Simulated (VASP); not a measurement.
The system is ZnO.

```
Zn O
1.0
     2.97454    0.00000    0.00000
    -1.48727    2.57603    0.00000
     0.00000    0.00000    3.71798
Zn O
2 2
Direct
  0.33333 0.66667 0.25000
  0.66667 0.33333 0.75000
  0.66667 0.33333 0.25000
  0.33333 0.66667 0.75000
```

```yaml
Program: VASP 6.6.1
Task: relaxation of cell and atoms
Functional: PBEsol
Potentials_or_basis: VASP PAW PBE potentials, release 64 (Zn, O)
Cutoff: 600 eV
k_mesh: 9 × 9 × 6
Occupations: fermi-dirac, width 0.03 eV
Spin: no spin polarisation
```

At the start: pressure 203.9 GPa; volume 7.12 Å³/atom.

Q: How do energy, volume and symmetry change on relaxing?

A: Over 11 steps the energy falls by 1749.4 meV/atom and the volume is 11.23 Å³/atom (+57.7 %); space group P6_3/mmc (No. 194, to 0.05 Å).

Step by step:
| step | energy change (eV) | largest force (eV/Å) | pressure (GPa) | volume (Å³) |
| --- | --- | --- | --- | --- |
| 1 | 0.0000 | 0.0000 | 203.93 | 28.49 |
| 2 | 0.8373 | 0.0000 | -44.71 | 84.60 |
| 3 | -6.8799 | 0.0000 | -10.51 | 47.99 |
| 4 | -6.9673 | 0.0000 | -4.85 | 46.18 |
| 5 | -6.9876 | 0.0000 | 0.13 | 44.83 |
| 6 | -6.9862 | 0.0000 | -1.34 | 45.21 |
| 7 | -6.9928 | 0.0000 | 0.85 | 44.67 |
| 8 | -6.9929 | 0.0000 | 1.17 | 44.59 |
| 9 | -6.9968 | 0.0000 | 0.42 | 44.80 |
| 10 | -6.9974 | 0.0000 | 0.16 | 44.91 |
| 11 | -6.9974 | 0.0000 | 0.05 | 44.92 |

Final structure:
```
CELL_PARAMETERS angstrom
3.42171 0.00000 0.00000
-1.71085 2.96329 0.00000
0.00000 0.00000 4.43069
ATOMIC_POSITIONS crystal
Zn 0.33333 0.66667 0.25000
Zn 0.66667 0.33333 0.75000
O 0.66667 0.33333 0.25000
O 0.33333 0.66667 0.75000
```

Caveat: the volume moved by over 15 % at a fixed basis, so the end points are rough; the PAW data sets were made with another functional, which shifts forces and pressure a little.
